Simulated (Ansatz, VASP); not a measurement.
## Two plane-wave programs on Ge

```
CELL_PARAMETERS angstrom
4.01246 0.00000 0.00000
0.00000 4.01246 0.00000
0.00000 0.00000 23.09310
ATOMIC_POSITIONS crystal
Ge 0.75000 0.00000 0.34642
Ge 0.25000 0.00000 0.40785
Ge 0.25000 0.50000 0.46928
Ge 0.75000 0.50000 0.53072
Ge 0.75000 0.00000 0.59215
Ge 0.25000 0.00000 0.65358
```

Alike in both runs: task single point; functional r2SCAN; k mesh 8 × 8 × 1; occupations fermi-dirac, width 0.02 eV; no spin polarisation.

|  | VASP | Ansatz |
| --- | --- | --- |
| version | VASP 6.6.1 | Ansatz 0.2.0 |
| potentials or method | VASP PAW PBE potentials, release 64 (Ge_d) | PAW with Ansatz's default frozen-core files, scalar-relativistic |
| plane-wave cutoff (eV) | 520 | 500 |
| valence electrons in the cell | 84 | 84 |

Ansatz gave:

| Quantity | Value |
| --- | --- |
| rms of the force components (eV/Å) | 0.058 |

Problem. Which values does VASP return?

Solution. rms of the force components (eV/Å): 0.057.

VASP's potentials were made for PBE, not for r2SCAN. Atom by atom the forces differ by 0.004 eV/Å (rms over components).
